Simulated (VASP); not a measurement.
# SiC (P6_3mc) in VASP: settings compared

SiC is run at these levels: PBE-based screened hybrid with 10 % exact exchange, PBE-based screened hybrid with 15 % exact exchange, PBE-based screened hybrid with 20 % exact exchange, SVWN5; tasks: single point.

Program: VASP 6.6.1. These are calculated values, not measurements. Logs are shortened: lines on timing, memory, paths and dates and some standing lists are left out, and cuts for length are marked.

## Step 1: The cell of the first run

It takes space group P6_3mc (No. 186, hexagonal). The conventional cell has a = 3.076 Å, b = 3.076 Å, c = 5.048 Å, α = 90.00°, β = 90.00°, γ = 120.00°. Within 2.5 Å of Si (site symmetry 3m) lie 4 C at 1.87 to 1.94 Å. C (site symmetry 3m) has 4 Si at 1.87 to 1.94 Å within 2.5 Å.

## Step 2: Single point, PBE-based screened hybrid with 10 % exact exchange

POSCAR

```
SiC
1.0
    3.0760000000      0.0000000000      0.0000000000
   -1.5380000000      2.6638941420      0.0000000000
    0.0000000000      0.0000000000      5.0480000000
Si C
2 2
Direct
    0.6666666667      0.3333333333      0.5000000000
    0.3333333333      0.6666666667      0.0000000000
    0.6666666667      0.3333333333      0.8850000000
    0.3333333333      0.6666666667      0.3850000000
```

INCAR.step1

```
SYSTEM = SiC
PREC = Accurate
ENCUT = 520
EDIFF = 1E-5
ISMEAR = -1
SIGMA = 0.05
LREAL = .False.
LASPH = .True.
NELM = 80
ALGO = Normal
ISIF = 2
LWAVE = .True.
LCHARG = .False.
GGA = PE
NBANDS = 16
```

INCAR.step2

```
SYSTEM = SiC
PREC = Accurate
ENCUT = 520
EDIFF = 1E-6
ISMEAR = -1
SIGMA = 0.05
LREAL = .False.
LASPH = .True.
NELM = 80
ALGO = Normal
ISIF = 2
LWAVE = .False.
LCHARG = .False.
GGA = PE
LHFCALC = .True.
AEXX = 0.1
HFSCREEN = 0.2
PRECFOCK = Normal
ISTART = 1
NBANDS = 16
```

KPOINTS

```
Automatic mesh
0
Gamma
  5 5 3
  0 0 0
```

Potentials or basis: VASP PAW PBE potentials, release 64 (Si, C).

Started as:

```
> cat potpaw_PBE.64/Si/POTCAR potpaw_PBE.64/C/POTCAR > POTCAR
> cp INCAR.step1 INCAR
> mpirun -np 1 vasp_std > vasp.out
> cp INCAR.step2 INCAR
> mpirun -np 1 vasp_std > vasp.out
```

OUTCAR:

```text
SYSTEM = SiC
   PREC = Accurate
   ENCUT = 520
   EDIFF = 1E-6
   ISMEAR = -1
   LREAL = .False.
   LASPH = .True.
   NELM = 80
   ISIF = 2
   GGA = PE
   LHFCALC = .True.
   AEXX = 0.1
   HFSCREEN = 0.2
   PRECFOCK = Normal
   ISTART = 1

 ion  position               nearest neighbor table
   1  0.667  0.333  0.500-   4 1.87   4 1.87   4 1.87   3 1.94   2 3.09   2 3.09   2 3.09   2 3.09
                             2 3.09   2 3.09
   2  0.333  0.667  0.000-   3 1.87   3 1.87   3 1.87   4 1.94   1 3.09   1 3.09   1 3.09   1 3.09
                             1 3.09   1 3.09
   3  0.667  0.333  0.885-   2 1.87   2 1.87   2 1.87   1 1.94
   4  0.333  0.667  0.385-   1 1.87   1 1.87   1 1.87   2 1.94

  LATTYP: Found a hexagonal cell.
 ALAT       =     3.0760000000
 C/A-ratio  =     1.6410923277

  Lattice vectors:

 A1 = (   3.0760000000,   0.0000000000,   0.0000000000)
 A2 = (  -1.5380000000,   2.6638941420,   0.0000000000)
 A3 = (   0.0000000000,   0.0000000000,   5.0480000000)

Analysis of symmetry for initial positions (statically):
=====================================================================
 Subroutine PRICEL returns:
 Original cell was already a primitive cell.

 Routine SETGRP: Setting up the symmetry group for a
 hexagonal supercell.

 Subroutine GETGRP returns: Found 12 space group operations
 (whereof  6 operations were pure point group operations)
 out of a pool of 24 trial point group operations.

The static configuration has the point symmetry C_3v.
 The point group associated with its full space group is C_6v.

Analysis of symmetry for dynamics (positions and initial velocities):
=====================================================================
 Subroutine PRICEL returns:
 Original cell was already a primitive cell.

 Routine SETGRP: Setting up the symmetry group for a
 hexagonal supercell.

 Subroutine GETGRP returns: Found 12 space group operations
 (whereof  6 operations were pure point group operations)
 out of a pool of 24 trial point group operations.

The dynamic configuration has the point symmetry C_3v.
 The point group associated with its full space group is C_6v.

 Subroutine INISYM returns: Found 12 space group operations
 (whereof  6 operations are pure point group operations),
 and found     1 'primitive' translations

----------------------------------------------------------------------------------------

                                     Primitive cell

  volume of cell :      41.3640

  direct lattice vectors                    reciprocal lattice vectors
     3.076000000  0.000000000  0.000000000     0.325097529  0.187695146  0.000000000
    -1.538000000  2.663894142  0.000000000     0.000000000  0.375390292  0.000000000
     0.000000000  0.000000000  5.048000000     0.000000000  0.000000000  0.198098257

  length of vectors
     3.076000000  3.076000000  5.048000000     0.375390292  0.375390292  0.198098257

  position of ions in fractional coordinates (direct lattice)
     0.666666667  0.333333333  0.500000000
     0.333333333  0.666666667  0.000000000
     0.666666667  0.333333333  0.885000000
     0.333333333  0.666666667  0.385000000

  ion indices of the primitive-cell ions
   primitive index   ion index
                 1           1
                 2           2
                 3           3
                 4           4

----------------------------------------------------------------------------------------

 KPOINTS: Automatic mesh

Automatic generation of k-mesh.
 Grid dimensions read from file:
 generate k-points for:    5    5    3

 Generating k-lattice:

  Cartesian coordinates                     Fractional coordinates (reciprocal lattice)
     0.065019506  0.037539029  0.000000000     0.200000000  0.000000000  0.000000000
     0.000000000  0.075078058  0.000000000     0.000000000  0.200000000  0.000000000
     0.000000000  0.000000000  0.066032752     0.000000000  0.000000000  0.333333333

  Length of vectors
     0.075078058  0.075078058  0.066032752

  Shift w.r.t. Gamma in fractional coordinates (k-lattice)
     0.000000000  0.000000000  0.000000000

 Subroutine IBZKPT returns following result:
 ===========================================

 Found     10 irreducible k-points:

 Following reciprocal coordinates:
            Coordinates               Weight
  0.000000  0.000000  0.000000      1.000000
  0.200000 -0.000000  0.000000      6.000000
  0.400000 -0.000000  0.000000      6.000000
  0.200000  0.200000  0.000000      6.000000
  0.400000  0.200000  0.000000      6.000000
  0.000000  0.000000  0.333333      2.000000
  0.200000 -0.000000  0.333333     12.000000
  0.400000 -0.000000  0.333333     12.000000
  0.200000  0.200000  0.333333     12.000000
  0.400000  0.200000  0.333333     12.000000
   k-points           NKPTS =     10   k-points in BZ     NKDIM =     75   number of bands    NBANDS=     16
   number of dos      NEDOS =    301   number of ions     NIONS =      4
   total plane-waves  NPLWV =  23040
   dimension x,y,z NGX =    24 NGY =   24 NGZ =   40
   dimension x,y,z NGXF=    48 NGYF=   48 NGZF=   80
   ions per type =               2   2
   NGX,Y,Z   is equivalent  to a cutoff of  12.97, 12.97, 13.17 a.u.
   NGXF,Y,Z  is equivalent  to a cutoff of  25.94, 25.94, 26.35 a.u.
 SYSTEM =  SiC
   PREC   = accura    normal or accurate (medium, high low for compatibility)
   ISTART =      1    job   : 0-new  1-cont  2-samecut
   ICHARG =      0    charge: 1-file 2-atom 10-const
   ISPIN  =      1    spin polarized calculation?
   LNONCOLLINEAR =      F non collinear calculations
   LSORBIT =      F    spin-orbit coupling
   LASPH  =      T    aspherical Exc in radial PAW
   ENCUT  =  520.0 eV  38.22 Ry    6.18 a.u.   5.72  5.72  9.39*2*pi/ulx,y,z
   NELM   =     80;   NELMIN=  2; NELMDL=  0     # of ELM steps
   EDIFF  = 0.1E-05   stopping-criterion for ELM
   LREAL  =      F    real-space projection
   EDIFFG = 0.1E-04   stopping-criterion for IOM
   NSW    =      0    number of steps for IOM
   IBRION =     -1    ionic relax: 0-MD 1-quasi-New 2-CG
   NFREE  =      0    steps in history (QN), initial steepest desc. (CG)
   ISIF   =      2    stress and relaxation
   ISYM   =      3    0-nonsym 1-usesym 2-fastsym
   POTIM  = 0.5000    time-step for ionic-motion
   TEBEG  =    0.0;   TEEND  =   0.0 temperature during run
   PSTRESS=    0.0 pullay stress
   NELECT =      16.0000    total number of electrons
   NUPDOWN=      -1.0000    fix difference up-down
   EMIN   =  10.00;   EMAX   =-10.00  energy-range for DOS
   EFERMI =   0.00;   METHOD = LEGACY
   ISMEAR =    -1;   SIGMA  =   0.05  broadening in eV -4-tet -1-fermi 0-gaus
   EFERMI_NEDOS =   21; number of points for ismear=-14 and -15
   IALGO  =     38    algorithm
   IMIX   =      1    mixing-type and parameters
     AMIX     =   0.40;   BMIX     =  1.00
     AMIX_MAG =   1.60;   BMIX_MAG =  1.00
  volume/ion in A,a.u.               =      10.34        69.78
  Fermi-wavevector in a.u.,A,eV,Ry     =   1.192817  2.254098 19.358549  1.422813
  Thomas-Fermi vector in A             =   2.328847
   LORBIT       =      0    0 simple, 1 ext, 2 COOP (PROOUT), +10 PAW based schemes
   GGA     = PE    functional components
   LHFCALC =     T    Hartree Fock is set to
   PRECFOCK=normal    Normal, Fast or Accurate (Low or Medium for compatibility)
   ENCUT4O =  -1.0   cutoff for four orbital integrals eV
   NKREDX  =     1    reduce k-point grid by
   NKREDY  =     1    reduce k-point grid by
   NKREDZ  =     1    reduce k-point grid by
   AEXX    =    0.1000 exact exchange contribution
   HFSCREEN=    0.2000 screening length (either q_TF or 0.3 A-1)
   HFSCREENC=   0.2000 screening length for correlation (either q_TF or 0.3 A-1)
   ENCUTFOCK=  -1.0 apply spherical cutoff to Coloumb kernel
   IVDW    =     0    specifies the selected vdW correction
   LEPSILON=     F    determine dielectric tensor
   LRPA    =     F    only Hartree local field effects (RPA)
 non-spin polarized calculation
  energy-cutoff  :      520.00
  volume of cell :       41.36
 maximum number of plane-waves:      1118
 NGX is ok and might be reduce to    24
  NGX = 18; NGY = 18; NGZ = 30

 number of electron      16.0000000 magnetization

 Free energy of the ion-electron system (eV)
  ---------------------------------------------------
  ext. energy  EPLUGINS =         0.00000000
  ---------------------------------------------------
  free energy    TOTEN  =       -31.93528280 eV

  energy without entropy =      -31.93528280  energy(sigma->0) =      -31.93528280

 E-fermi :   9.2234     XC(G=0): -10.5406

 val. band max:        8.1942602545   @ k =   0.0000   0.0000   0.0000
 cond. band min:      11.3814178233   @ k =   0.4000  -0.0000   0.0000
 fundamental gap:      3.1871575688
 Fermi energy:         9.2233708386

 k-point     1 :       0.0000    0.0000    0.0000
  band No.  band energies     occupation
      1      -8.1955      2.00000
      2      -4.5792      2.00000
      3      -0.8537      2.00000
      4       6.5599      2.00000
      5       6.5599      2.00000
      6       7.8989      2.00000
[... 8 lines left out ...]
     15      17.4409      0.00000
     16      20.2067      0.00000

 k-point     2 :       0.2000   -0.0000    0.0000
  band No.  band energies     occupation
      1      -7.4834      2.00000
      2      -3.9825      2.00000
      3      -0.2028      2.00000
      4       3.6500      2.00000
      5       5.6387      2.00000
      6       5.7188      2.00000
[... 8 lines left out ...]
     15      18.1731      0.00000
     16      18.7575      0.00000

 k-point     3 :       0.4000   -0.0000    0.0000
  band No.  band energies     occupation
      1      -5.5335      2.00000
      2      -2.9477      2.00000
      3      -0.0742      2.00000
      4       1.8836      2.00000
      5       2.3388      2.00000
      6       4.6360      2.00000
[... 8 lines left out ...]
     15      19.6976      0.00000
     16      20.6986      0.00000
[... 96 lines left out ...]
 k-point     9 :       0.2000    0.2000    0.3333
  band No.  band energies     occupation
      1      -5.6090      2.00000
      2      -4.2052      2.00000
      3       1.0770      2.00000
      4       2.3177      2.00000
      5       3.8410      2.00000
      6       3.9441      2.00000
[... 8 lines left out ...]
     15      18.1890      0.00000
     16      19.9508      0.00000

 k-point    10 :       0.4000    0.2000    0.3333
  band No.  band energies     occupation
      1      -3.8929      2.00000
      2      -3.2317      2.00000
      3      -0.3592      2.00000
      4       0.3381      2.00000
      5       2.5487      2.00000
      6       3.8213      2.00000
[... 8 lines left out ...]
     15      20.7220      0.00000
     16      21.4283      0.00000

------------------------ aborting loop because EDIFF is reached ----------------------------------------

  FORCE on cell =-STRESS in cart. coord.  units (eV):
  Direction    XX          YY          ZZ          XY          YZ          ZX
  --------------------------------------------------------------------------------------
  -------------------------------------------------------------------------------------
  Total        0.8432543      0.8432543     -0.4451766      0.0000000      0.0000000      0.0000000
  in kB       32.6622799     32.6622799    -17.2432957      0.0000000      0.0000000      0.0000000
  external PRESSURE =      16.0270880 kB  Pullay stress =       0.0000000 kB

 VOLUME and BASIS-vectors are now :
 -----------------------------------------------------------------------------
  energy-cutoff  :      520.00
  volume of cell :       41.36
      direct lattice vectors                 reciprocal lattice vectors
     3.076000000  0.000000000  0.000000000     0.325097529  0.187695146  0.000000000
    -1.538000000  2.663894142  0.000000000     0.000000000  0.375390292  0.000000000
     0.000000000  0.000000000  5.048000000     0.000000000  0.000000000  0.198098257

 POSITION                                       TOTAL-FORCE (eV/Angst)
 -----------------------------------------------------------------------------------
      1.53800      0.88796      2.52400         0.000000     -0.000000      0.747784
     -0.00000      1.77593      0.00000        -0.000000      0.000000      0.747784
      1.53800      0.88796      4.46748        -0.000000      0.000000     -0.747784
     -0.00000      1.77593      1.94348         0.000000     -0.000000     -0.747784
 -----------------------------------------------------------------------------------
    total drift:                                0.000000      0.000000     -0.000214

  FREE ENERGIE OF THE ION-ELECTRON SYSTEM (eV)
  ---------------------------------------------------
  free  energy   TOTEN  =       -31.9352827950 eV

  energy  without entropy=      -31.9352827950  energy(sigma->0) =      -31.93528280
```

It took 6.1 min on 1 thread of Intel Xeon Platinum 8488C (Sapphire Rapids), shared host; peak memory 0.25 GiB.

What came out:

| Quantity | Value |
| --- | --- |
| Free energy | -31.9353 eV |
| Pressure | 1.6 GPa |
| Largest force | 0.748 eV/Å |
| Band gap on the k mesh | 3.19 eV (least direct gap 4.64 eV) |

Forces on the atoms (eV/Å):
```
Si   0.000  0.000  0.748
Si   0.000  0.000  0.748
C    0.000  0.000 -0.748
C    0.000  0.000 -0.748
```

Caveat: the k points lie up to 0.47 Å⁻¹ apart; the PAW data sets were made with another functional, which shifts forces and pressure a little. A k mesh can miss the band edges.

## Step 3: Single point, PBE-based screened hybrid with 15 % exact exchange

POSCAR is that of step 2.

INCAR.step1

```
PREC     = Accurate       # precision mode
ENCUT    = 520            # plane-wave cutoff, eV
EDIFF    = 1E-5           # SCF threshold, eV
ISMEAR   = -1             # smearing method
SIGMA    = 0.05           # smearing width, eV
LREAL    = F              # projectors in reciprocal space
LASPH    = T              # aspherical terms in the spheres
NELM     = 60             # most SCF steps
ALGO     = Normal         # electronic algorithm
ISIF     = 2              # what is computed and relaxed
LWAVE    = T              # write WAVECAR
LCHARG   = F              # write CHGCAR
NBANDS   = 16             # bands
GGA      = PE             # functional
```

INCAR.step2

```
PREC     = Accurate       # precision mode
ENCUT    = 520            # plane-wave cutoff, eV
EDIFF    = 1E-6           # SCF threshold, eV
ISMEAR   = -1             # smearing method
SIGMA    = 0.05           # smearing width, eV
LREAL    = F              # projectors in reciprocal space
LASPH    = T              # aspherical terms in the spheres
NELM     = 60             # most SCF steps
ALGO     = Normal         # electronic algorithm
ISIF     = 2              # what is computed and relaxed
LWAVE    = F              # write WAVECAR
LCHARG   = F              # write CHGCAR
GGA      = PE             # functional
LHFCALC  = T              # exact exchange
AEXX     = 0.15           # exact-exchange fraction
HFSCREEN = 0.2            # screening, 1/A
PRECFOCK = Normal       
NBANDS   = 16             # bands
ISTART   = 1
```

KPOINTS

```
regular mesh
0
Gamma
  5 5 3
```

Potentials or basis: VASP PAW PBE potentials, release 64 (Si, C).

Started as:

```
> cat potpaw_PBE.64/Si/POTCAR potpaw_PBE.64/C/POTCAR > POTCAR
> cp INCAR.step1 INCAR
> mpirun -np 1 vasp_std > vasp.out
> cp INCAR.step2 INCAR
> mpirun -np 1 vasp_std > vasp.out
```

Wall time 7.4 min (1 thread of Intel Xeon Platinum 8488C (Sapphire Rapids), shared host); peak memory 0.25 GiB.

Results (log left out):

```
Free energy            : -32.8985 eV
Pressure               : 0.6 GPa
Largest force          : 0.752 eV/Å
Band gap on the k mesh : 3.38 eV (least direct gap 4.86 eV)
```

Forces in eV/Å, atoms in the order of the input:
```
Si   0.000  0.000  0.752
Si   0.000  0.000  0.752
C    0.000  0.000 -0.752
C    0.000  0.000 -0.752
```

Stress tensor (GPa, compression positive):
```
 2.25  0.00  0.00
 0.00  2.25  0.00
 0.00  0.00 -2.72
```

Levels at points of the mesh, in eV from the valence-band top:
| k point | band 6 | band 7 | band 8 | band 9 | band 10 | band 11 |
| --- | --- | --- | --- | --- | --- | --- |
| (0.00, 0.00, 0.00) | -0.31 | -0.31 | 0.00 | 5.31 | 6.77 | 7.22 |

Caveat: the k points lie up to 0.47 Å⁻¹ apart; the PAW data sets were made with another functional, which shifts forces and pressure a little. A k mesh can miss the band edges.

## Step 4: Single point, PBE-based screened hybrid with 20 % exact exchange

POSCAR is that of step 3.

INCAR.step1

```
PREC = Accurate ; ENCUT = 520
EDIFF = 1E-5 ; ISMEAR = -1
SIGMA = 0.05 ; LREAL = F
LASPH = T ; NELM = 60
ALGO = Normal ; ISIF = 2
LWAVE = T ; LCHARG = F
GGA = PE ; NBANDS = 16
```

INCAR.step2

```
PREC = Accurate ; ENCUT = 520
EDIFF = 1E-6 ; ISMEAR = -1
SIGMA = 0.05 ; LREAL = F
LASPH = T ; NELM = 60
ALGO = Normal ; ISIF = 2
LWAVE = F ; LCHARG = F
GGA = PE ; LHFCALC = T
AEXX = 0.2 ; HFSCREEN = 0.2
PRECFOCK = Normal ; ISTART = 1
NBANDS = 16
```

KPOINTS is that of step 3.

Potentials or basis: VASP PAW PBE potentials, release 64 (Si, C).

Started as:

```
> cat potpaw_PBE.64/Si/POTCAR potpaw_PBE.64/C/POTCAR > POTCAR
> cp INCAR.step1 INCAR
> mpirun -np 1 vasp_std > vasp.out
> cp INCAR.step2 INCAR
> mpirun -np 1 vasp_std > vasp.out
```

OUTCAR:

```text
PREC = Accurate
   ENCUT = 520
   EDIFF = 1E-6
   ISMEAR = -1
   LREAL = F
   LASPH = T
   NELM = 60
   ISIF = 2
   GGA = PE
   LHFCALC = T
   AEXX = 0.2
   HFSCREEN = 0.2
   PRECFOCK = Normal
   ISTART = 1

 ion  position               nearest neighbor table
   1  0.667  0.333  0.500-   4 1.87   4 1.87   4 1.87   3 1.94   2 3.09   2 3.09   2 3.09   2 3.09
                             2 3.09   2 3.09
[... 388 lines left out ...]
  Direction    XX          YY          ZZ          XY          YZ          ZX
  --------------------------------------------------------------------------------------
  -------------------------------------------------------------------------------------
  Total        0.3227193      0.3227193     -0.9570116      0.0000000      0.0000000     -0.0000000
  in kB       12.5000836     12.5000836    -37.0685109      0.0000000      0.0000000     -0.0000000
  external PRESSURE =      -4.0227813 kB  Pullay stress =       0.0000000 kB

 VOLUME and BASIS-vectors are now :
 -----------------------------------------------------------------------------
  energy-cutoff  :      520.00
  volume of cell :       41.36
      direct lattice vectors                 reciprocal lattice vectors
     3.076000000  0.000000000  0.000000000     0.325097529  0.187695146  0.000000000
    -1.538000000  2.663894142  0.000000000     0.000000000  0.375390292  0.000000000
     0.000000000  0.000000000  5.048000000     0.000000000  0.000000000  0.198098257

 POSITION                                       TOTAL-FORCE (eV/Angst)
 -----------------------------------------------------------------------------------
      1.53800      0.88796      2.52400        -0.000000      0.000000      0.756634
     -0.00000      1.77593      0.00000        -0.000000      0.000000      0.756634
      1.53800      0.88796      4.46748         0.000000      0.000000     -0.756634
     -0.00000      1.77593      1.94348         0.000000     -0.000000     -0.756634
 -----------------------------------------------------------------------------------
    total drift:                                0.000000      0.000000     -0.000182

  FREE ENERGIE OF THE ION-ELECTRON SYSTEM (eV)
  ---------------------------------------------------
  free  energy   TOTEN  =       -33.8673793557 eV

  energy  without entropy=      -33.8673793557  energy(sigma->0) =      -33.86737936
```

Run time: 5.9 min. Hardware: 1 thread of Intel Xeon Platinum 8488C (Sapphire Rapids), shared host; peak memory 0.25 GiB.

Results:

- Free energy: -33.8674 eV
- Pressure: -0.4 GPa
- Largest force: 0.757 eV/Å
- Band gap on the k mesh: 3.58 eV (least direct gap 5.10 eV)

Forces on the atoms (eV/Å):
```
Si   0.000  0.000  0.757
Si   0.000  0.000  0.757
C    0.000  0.000 -0.757
C    0.000  0.000 -0.757
```

Caveat: the k points lie up to 0.47 Å⁻¹ apart; the PAW data sets were made with another functional, which shifts forces and pressure a little. A k mesh can miss the band edges.

(Part 1 of 2 ends here.)
